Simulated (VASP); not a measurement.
# SrC8 (P6/mmm) in VASP: a series of runs

The runs below take SrC8 through single point, relaxation of cell and atoms, with PBE+D3(BJ).

Everything below comes from runs of VASP 6.6.1. Logs are shortened: lines on timing, memory, paths and dates and some standing lists are left out, and cuts for length are marked.

**1. The cell of the first run**

Symmetry: P6/mmm, No. 191, hexagonal system. Conventional cell: a = 4.987 Å, b = 4.987 Å, c = 4.818 Å, α = 90.00°, β = 90.00°, γ = 120.00°. Within 3.8 Å of Sr (site symmetry 6/mmm) lie 24 C at 2.81 to 3.75 Å. Within 1.9 Å of C (site symmetry -6m2) lie 3 C at 1.43 Å. C (site symmetry mm2) has 3 C at 1.43 to 1.44 Å within 1.9 Å.

**2. Single point, PBE+D3(BJ)**

The input, INCAR:

```
ALGO     = Normal         # electronic algorithm
EDIFF    = 1E-7           # SCF threshold, eV
ENCUT    = 520            # plane-wave cutoff, eV
GGA      = PE             # functional
ISIF     = 2              # what is computed and relaxed
ISMEAR   = 0              # smearing method
IVDW     = 12             # dispersion correction
LASPH    = True           # aspherical terms in the spheres
LCHARG   = True           # write CHGCAR
LELF     = True           # ELF
LREAL    = False          # projectors in reciprocal space
LVHAR    = True         
LWAVE    = False          # write WAVECAR
NBANDS   = 31             # bands
NELM     = 100            # most SCF steps
PREC     = Accurate       # precision mode
SIGMA    = 0.1            # smearing width, eV
```

The input, KPOINTS:

```
k-points
0
Gamma
  9 9 8
```

The input, POSCAR:

```
SrC8
1.0
    4.9873857008      0.0000000000      0.0000000000
   -2.4936928504      4.3192027154      0.0000000000
    0.0000000000      0.0000000000      4.8180121727
Sr C
1 8
Direct
    0.0000000000      0.0000000000      0.5000000000
    0.3333333333      0.6666666667      0.0000000000
    0.3345133978      0.1672566989      0.0000000000
    0.8327433011      0.6654866022      0.0000000000
    0.8327433011      0.1672566989      0.0000000000
    0.1672566989      0.8327433011      0.0000000000
    0.1672566989      0.3345133978      0.0000000000
    0.6654866022      0.8327433011      0.0000000000
    0.6666666667      0.3333333333      0.0000000000
```

Potentials or basis: VASP PAW PBE potentials, release 64 (Sr_sv, C).

Launch:

```sh
$ cat potpaw_PBE.64/Sr_sv/POTCAR potpaw_PBE.64/C/POTCAR > POTCAR
$ mpirun -np 1 vasp_std > vasp.out
```

OUTCAR:

```text
EDIFF = 1E-7
   ENCUT = 520
   GGA = PE
   ISIF = 2
   ISMEAR = 0
   IVDW = 12
   LASPH = True
   LREAL = False
   NELM = 100
   PREC = Accurate
 IVDW          = 12

 ion  position               nearest neighbor table
   1  0.000  0.000  0.500-   5 2.81   6 2.81   5 2.81   6 2.81   3 2.81   3 2.81   8 2.81   8 2.81
                             4 2.81   7 2.81   7 2.81   4 2.81
   2  0.333  0.667  0.000-   6 1.43   8 1.43   7 1.43
   3  0.335  0.167  0.000-   9 1.43   7 1.44   6 1.44   1 2.81   1 2.81
   4  0.833  0.665  0.000-   9 1.43   6 1.44   8 1.44   1 2.81   1 2.81
   5  0.833  0.167  0.000-   9 1.43   7 1.44   8 1.44   1 2.81   1 2.81
   6  0.167  0.833  0.000-   2 1.43   4 1.44   3 1.44   1 2.81   1 2.81
   7  0.167  0.335  0.000-   2 1.43   5 1.44   3 1.44   1 2.81   1 2.81
   8  0.665  0.833  0.000-   2 1.43   4 1.44   5 1.44   1 2.81   1 2.81
   9  0.667  0.333  0.000-   5 1.43   3 1.43   4 1.43

  LATTYP: Found a hexagonal cell.
 ALAT       =     4.9873857008
 C/A-ratio  =     0.9660396171

  Lattice vectors:

 A1 = (   4.9873857008,   0.0000000000,   0.0000000000)
 A2 = (  -2.4936928504,   4.3192027154,   0.0000000000)
 A3 = (   0.0000000000,   0.0000000000,   4.8180121727)

Analysis of symmetry for initial positions (statically):
=====================================================================
 Subroutine PRICEL returns:
 Original cell was already a primitive cell.

 Routine SETGRP: Setting up the symmetry group for a
 hexagonal supercell.

 Subroutine GETGRP returns: Found 24 space group operations
 (whereof 24 operations were pure point group operations)
 out of a pool of 24 trial point group operations.

The static configuration has the point symmetry D_6h.

Analysis of symmetry for dynamics (positions and initial velocities):
=====================================================================
 Subroutine PRICEL returns:
 Original cell was already a primitive cell.

 Routine SETGRP: Setting up the symmetry group for a
 hexagonal supercell.

 Subroutine GETGRP returns: Found 24 space group operations
 (whereof 24 operations were pure point group operations)
 out of a pool of 24 trial point group operations.

The dynamic configuration has the point symmetry D_6h.

 Subroutine INISYM returns: Found 24 space group operations
 (whereof 24 operations are pure point group operations),
 and found     1 'primitive' translations

----------------------------------------------------------------------------------------

                                     Primitive cell

  volume of cell :     103.7874

  direct lattice vectors                    reciprocal lattice vectors
     4.987385701  0.000000000  0.000000000     0.200505848  0.115762105  0.000000000
    -2.493692850  4.319202715  0.000000000     0.000000000  0.231524211  0.000000000
     0.000000000  0.000000000  4.818012173     0.000000000  0.000000000  0.207554478

  length of vectors
     4.987385701  4.987385701  4.818012173     0.231524211  0.231524211  0.207554478

  position of ions in fractional coordinates (direct lattice)
     0.000000000  0.000000000  0.500000000
     0.333333333  0.666666667  0.000000000
     0.334513398  0.167256699  0.000000000
     0.832743301  0.665486602  0.000000000
     0.832743301  0.167256699  0.000000000
     0.167256699  0.832743301  0.000000000
     0.167256699  0.334513398  0.000000000
     0.665486602  0.832743301  0.000000000
     0.666666667  0.333333333  0.000000000

  ion indices of the primitive-cell ions
   primitive index   ion index
                 1           1
                 2           2
                 3           3
                 4           4
                 5           5
                 6           6
                 7           7
                 8           8
                 9           9

----------------------------------------------------------------------------------------

 KPOINTS: k-points

Automatic generation of k-mesh.
 Grid dimensions read from file:
 generate k-points for:    9    9    8

 Generating k-lattice:

  Cartesian coordinates                     Fractional coordinates (reciprocal lattice)
     0.022278428  0.012862456  0.000000000     0.111111111  0.000000000  0.000000000
     0.000000000  0.025724912  0.000000000     0.000000000  0.111111111  0.000000000
     0.000000000  0.000000000  0.025944310     0.000000000  0.000000000  0.125000000

  Length of vectors
     0.025724912  0.025724912  0.025944310

  Shift w.r.t. Gamma in fractional coordinates (k-lattice)
     0.000000000  0.000000000  0.000000000

 Subroutine IBZKPT returns following result:
 ===========================================

 Found     60 irreducible k-points:

 Following reciprocal coordinates:
            Coordinates               Weight
  0.000000  0.000000  0.000000      1.000000
  0.111111  0.000000  0.000000      6.000000
  0.222222  0.000000  0.000000      6.000000
  0.333333  0.000000  0.000000      6.000000
  0.444444  0.000000  0.000000      6.000000
  0.111111  0.111111  0.000000      6.000000
[... 16 lines left out ...]
  0.333333  0.222222  0.125000     24.000000
  0.333333  0.333333  0.125000      4.000000
 [... further k-points ...]
   k-points           NKPTS =     60   k-points in BZ     NKDIM =     60   number of bands    NBANDS=     31
   number of dos      NEDOS =    301   number of ions     NIONS =      9
   total plane-waves  NPLWV =  57600
   dimension x,y,z NGX =    40 NGY =   40 NGZ =   36
   dimension x,y,z NGXF=    80 NGYF=   80 NGZF=   72
   ions per type =               1   8
   NGX,Y,Z   is equivalent  to a cutoff of  13.33, 13.33, 12.42 a.u.
   NGXF,Y,Z  is equivalent  to a cutoff of  26.67, 26.67, 24.84 a.u.
 SYSTEM =  unknown system
   PREC   = accura    normal or accurate (medium, high low for compatibility)
   ISTART =      0    job   : 0-new  1-cont  2-samecut
   ICHARG =      2    charge: 1-file 2-atom 10-const
   ISPIN  =      1    spin polarized calculation?
   LNONCOLLINEAR =      F non collinear calculations
   LSORBIT =      F    spin-orbit coupling
   LASPH  =      T    aspherical Exc in radial PAW
   ENCUT  =  520.0 eV  38.22 Ry    6.18 a.u.   9.27  9.27  8.96*2*pi/ulx,y,z
   NELM   =    100;   NELMIN=  2; NELMDL= -5     # of ELM steps
   EDIFF  = 0.1E-06   stopping-criterion for ELM
   LREAL  =      F    real-space projection
   EDIFFG = 0.1E-05   stopping-criterion for IOM
   NSW    =      0    number of steps for IOM
   IBRION =     -1    ionic relax: 0-MD 1-quasi-New 2-CG
   NFREE  =      0    steps in history (QN), initial steepest desc. (CG)
   ISIF   =      2    stress and relaxation
   ISYM   =      2    0-nonsym 1-usesym 2-fastsym
   POTIM  = 0.5000    time-step for ionic-motion
   TEBEG  =    0.0;   TEEND  =   0.0 temperature during run
   PSTRESS=    0.0 pullay stress
   NELECT =      42.0000    total number of electrons
   NUPDOWN=      -1.0000    fix difference up-down
   EMIN   =  10.00;   EMAX   =-10.00  energy-range for DOS
   EFERMI =   0.00;   METHOD = LEGACY
   ISMEAR =     0;   SIGMA  =   0.10  broadening in eV -4-tet -1-fermi 0-gaus
   EFERMI_NEDOS =   21; number of points for ismear=-14 and -15
   IALGO  =     38    algorithm
   IMIX   =      4    mixing-type and parameters
     AMIX     =   0.40;   BMIX     =  1.00
     AMIX_MAG =   1.60;   BMIX_MAG =  1.00
  volume/ion in A,a.u.               =      11.53        77.82
  Fermi-wavevector in a.u.,A,eV,Ry     =   1.210904  2.288277 19.950072  1.466289
  Thomas-Fermi vector in A             =   2.346436
   LORBIT       =      0    0 simple, 1 ext, 2 COOP (PROOUT), +10 PAW based schemes
   GGA     = PE    functional components
   LHFCALC =     F    Hartree Fock is set to
   AEXX    =    0.0000 exact exchange contribution
   IVDW    =    12    specifies the selected vdW correction
   LEPSILON=     F    determine dielectric tensor
   LRPA    =     F    only Hartree local field effects (RPA)
 non-spin polarized calculation
 Gauss-broadening in eV      SIGMA  =   0.10
  energy-cutoff  :      520.00
  volume of cell :      103.79
 maximum number of plane-waves:      2818
 NGX is ok and might be reduce to    40
   NGX = 19   NGY = 19   NGZ = 17

 number of electron      42.0000003 magnetization

 Free energy of the ion-electron system (eV)
  ---------------------------------------------------
  ext. energy  EPLUGINS =         0.00000000
  ---------------------------------------------------
  free energy    TOTEN  =       -75.68476817 eV

  energy without entropy =      -75.67600171  energy(sigma->0) =      -75.68038494

 E-fermi :   5.4523     XC(G=0):  -9.6868

 val. band max:        5.4482725754   @ k =   0.2222   0.1111   0.0000
 cond. band min:       5.4608059107   @ k =   0.1111   0.0000   0.1250
 fundamental gap:      0.0125333353
 Fermi energy:         5.4523126950

 k-point     1 :       0.0000    0.0000    0.0000
  band No.  band energies     occupation
      1     -30.9865      2.00000
      2     -14.9953      2.00000
      3     -13.1958      2.00000
      4     -13.1640      2.00000
      5     -13.1640      2.00000
      6      -9.7510      2.00000
[... 23 lines left out ...]
     30      11.8699      0.00000
     31      11.8716      0.00000

 k-point     2 :       0.1111    0.0000    0.0000
  band No.  band energies     occupation
      1     -30.9864      2.00000
      2     -14.9278      2.00000
      3     -13.1943      2.00000
      4     -13.1692      2.00000
      5     -13.1681      2.00000
      6     -10.4788      2.00000
[... 23 lines left out ...]
     30      11.8654      0.00000
     31      12.3842      0.00000

 k-point     3 :       0.2222    0.0000    0.0000
  band No.  band energies     occupation
      1     -30.9860      2.00000
      2     -14.7266      2.00000
      3     -13.1904      2.00000
      4     -13.1895      2.00000
      5     -13.1787      2.00000
      6     -11.4226      2.00000
[... 703 lines left out ...]
     30      11.4830      0.00000
     31      11.8661      0.00000

 k-point    24 :       0.3333    0.3333    0.1250
  band No.  band energies     occupation
      1     -30.9847      2.00000
      2     -13.7109      2.00000
      3     -13.4822      2.00000
      4     -13.4822      2.00000
      5     -12.6476      2.00000
      6     -12.5948      2.00000
[... 23 lines left out ...]
     30      11.0757      0.00000
     31      11.9155      0.00000

 [... further k-points ...]

------------------------ aborting loop because EDIFF is reached ----------------------------------------

 Edisp (eV)   -1.31287

 E8    (eV) :    -0.4873

  FORCE on cell =-STRESS in cart. coord.  units (eV):
  Direction    XX          YY          ZZ          XY          YZ          ZX
  --------------------------------------------------------------------------------------
  -------------------------------------------------------------------------------------
  Total       0.28754     0.28754     0.15707     0.00000    -0.00000    -0.00000
  in kB       4.43884     4.43884     2.42478     0.00000    -0.00000    -0.00000
  external pressure =        3.77 kB  Pullay stress =        0.00 kB

 VOLUME and BASIS-vectors are now :
 -----------------------------------------------------------------------------
  energy-cutoff  :      520.00
  volume of cell :      103.79
      direct lattice vectors                 reciprocal lattice vectors
     4.987385701  0.000000000  0.000000000     0.200505848  0.115762105  0.000000000
    -2.493692850  4.319202715  0.000000000     0.000000000  0.231524211  0.000000000
     0.000000000  0.000000000  4.818012173     0.000000000  0.000000000  0.207554478

 POSITION                                       TOTAL-FORCE (eV/Angst)
 -----------------------------------------------------------------------------------
      0.00000      0.00000      2.40901         0.000000     -0.000000      0.000000
     -0.00000      2.87947      0.00000         0.000000     -0.000000      0.000000
      1.25126      0.72242      0.00000         0.006547      0.003780      0.000000
      2.49369      2.87437      0.00000         0.000000     -0.007559     -0.000000
      3.73613      0.72242      0.00000        -0.006547      0.003780      0.000000
     -1.24243      3.59679      0.00000         0.006547     -0.003780     -0.000000
     -0.00000      1.44483      0.00000         0.000000      0.007559      0.000000
      1.24243      3.59679      0.00000        -0.006547     -0.003780     -0.000000
      2.49369      1.43973      0.00000         0.000000      0.000000      0.000000
 -----------------------------------------------------------------------------------
    total drift:                                0.000000     -0.000000     -0.000000

  FREE ENERGIE OF THE ION-ELECTRON SYSTEM (eV)
  ---------------------------------------------------
  free  energy   TOTEN  =       -76.9976339374 eV

  energy  without entropy=      -76.9888674778  energy(sigma->0) =      -76.99325071
```

It took 4.1 min on 1 thread of Intel Xeon Platinum 8488C (Sapphire Rapids), shared host; peak memory 0.32 GiB.

Results:

| Quantity | Value |
| --- | --- |
| Free energy | -76.9976 eV |
| Pressure | 0.4 GPa |
| Largest force | 0.008 eV/Å |
| Band gap on the k mesh | zero (bands 21 and 22 overlap by 1.62 eV) |
| Dispersion energy per atom | -0.146 eV |

Forces on the atoms (eV/Å):
```
Sr   0.000  0.000  0.000
C    0.000  0.000  0.000
C    0.007  0.004  0.000
C    0.000 -0.008  0.000
C   -0.007  0.004  0.000
C    0.007 -0.004  0.000
C    0.000  0.008  0.000
C   -0.007 -0.004  0.000
C    0.000  0.000  0.000
```

Stress tensor (GPa, compression positive):
```
0.44 0.00 0.00
0.00 0.44 0.00
0.00 0.00 0.24
```

**3. Relaxation of cell and atoms, PBE+D3(BJ)**

This run uses another cell than the first one, of 11.57 Å³/atom.

The input, INCAR:

```
SYSTEM = SrC8
PREC = Accurate ; ENCUT = 600
EDIFF = 1E-6 ; ISMEAR = 0
SIGMA = 0.1 ; LREAL = .FALSE.
LASPH = .TRUE. ; NELM = 100
ALGO = Normal ; ISIF = 3
LWAVE = .FALSE. ; LCHARG = .FALSE.
GGA = PE ; IVDW = 12
IBRION = 2 ; NSW = 100
EDIFFG = -0.01
```

The input, KPOINTS:

```
regular mesh
0
G
  9 9 8
  0 0 0
```

The input, POSCAR:

```
SrC8
1.0
    4.9848714173      0.0000000000      0.0000000000
   -2.4924357087      4.3170252820      0.0000000000
    0.0000000000      0.0000000000      4.8383431460
Sr C
1 8
Direct
    0.0000000000      0.0000000000      0.5000000000
    0.3333333333      0.6666666667      0.0000000000
    0.3345774814      0.1672887407      0.0000000000
    0.8327112593      0.6654225186      0.0000000000
    0.8327112593      0.1672887407      0.0000000000
    0.1672887407      0.8327112593      0.0000000000
    0.1672887407      0.3345774814      0.0000000000
    0.6654225186      0.8327112593      0.0000000000
    0.6666666667      0.3333333333      0.0000000000
```

Potentials or basis: VASP PAW PBE potentials, release 64 (Sr_sv, C).

Launch:

```sh
$ cat potpaw_PBE.64/Sr_sv/POTCAR potpaw_PBE.64/C/POTCAR > POTCAR
$ mpirun -np 1 vasp_std > vasp.out
```

Run time: 11 min. Hardware: 1 thread of Intel Xeon Platinum 8488C (Sapphire Rapids), shared host; peak memory 0.38 GiB.

Results (log left out):

| Property | Result |
| --- | --- |
| Free energy | -77.0174 eV |
| Relaxed volume | 11.54 Å³/atom |
| Relaxed cell | a = 4.988 Å, b = 4.988 Å, c = 4.821 Å, α = 90.00°, β = 90.00°, γ = 120.00° |
| Space group after relaxing (to 0.1 Å) | P6/mmm (No. 191) |
| Energy gained by relaxing | 0.1 meV/atom |
| Ionic steps | 7 |
| Pressure after relaxing | 0.0 GPa |
| Band gap on the k mesh | zero (bands 21 and 22 overlap by 1.61 eV) |
| Dispersion energy per atom | -0.146 eV |

Forces on the atoms (eV/Å):
```
Sr   0.000  0.000  0.000
C    0.000  0.000  0.000
C    0.002  0.001  0.000
C    0.000 -0.002  0.000
C   -0.002  0.001  0.000
C    0.002 -0.001  0.000
C    0.000  0.002  0.000
C   -0.002 -0.001  0.000
C    0.000  0.000  0.000
```

Step by step:
| step | energy change (eV) | largest force (eV/Å) | pressure (GPa) | volume (Å³) |
| --- | --- | --- | --- | --- |
| 1 | 0.0000 | 0.0275 | 0.14 | 104.12 |
| 2 | 0.0001 | 0.0712 | -0.50 | 104.27 |
| 3 | -0.0002 | 0.0161 | -0.15 | 104.19 |
| 4 | -0.0005 | 0.0020 | -0.15 | 104.08 |
| 5 | -0.0005 | 0.0165 | -0.16 | 104.00 |
| 6 | -0.0005 | 0.0206 | 0.18 | 103.75 |
| 7 | -0.0006 | 0.0023 | 0.01 | 103.87 |

Final structure:
```
CELL_PARAMETERS angstrom
4.98774 0.00000 0.00000
-2.49387 4.31951 0.00000
0.00000 0.00000 4.82133
ATOMIC_POSITIONS crystal
Sr 0.00000 0.00000 0.50000
C 0.33333 0.66667 0.00000
C 0.33452 0.16726 0.00000
C 0.83274 0.66548 0.00000
C 0.83274 0.16726 0.00000
C 0.16726 0.83274 0.00000
C 0.16726 0.33452 0.00000
C 0.66548 0.83274 0.00000
C 0.66667 0.33333 0.00000
```

Levels at points of the mesh, in eV from the Fermi level:
| k point | band 19 | band 20 | band 21 | band 22 | band 23 | band 24 |
| --- | --- | --- | --- | --- | --- | --- |
| (0.00, 0.00, 0.00) | -4.06 | -3.45 | -0.77 | 0.09 | 0.09 | 0.71 |
| (0.00, 0.00, 0.50) | -3.81 | -3.63 | -0.97 | -0.87 | -0.87 | 1.64 |
